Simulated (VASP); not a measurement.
Runs of VASP 6.6.1 on Sr. The structure is that of space group P6/mmm (No. 191), or close to it. The cells are those of the table. This isn't the form of Sr at room conditions, which is fcc.

```csv
cell,gap on the mesh (eV),pressure (GPa)
"a = 11.599, b = 11.599, c = 3.967 Å, angles 90.0, 90.0, 120.0°, 1 atom",(a),0.1
"a = 11.297, b = 11.297, c = 4.182 Å, angles 90.0, 90.0, 120.0°, 1 atom",-,0.1
"a = 10.644, b = 10.644, c = 4.711 Å, angles 90.0, 90.0, 120.0°, 1 atom",0.45,-0.1
"a = 10.340, b = 10.340, c = 4.993 Å, angles 90.0, 90.0, 120.0°, 1 atom",0.59,-0.1
```

Alike in all rows: task single point; level PBEsol; potentials or basis VASP PAW PBE potentials, release 64 (Sr_sv); no spin polarisation; k mesh 6 × 6 × 8; cutoff (eV) 520; smearing gaussian 0.03 eV.

Estimate the missing entries.

(a) none.

Caveats: the PAW data sets were made with another functional, which shifts forces and pressure a little.

A k mesh can miss the band edges, and the runs leave out spin-orbit coupling on Sr.
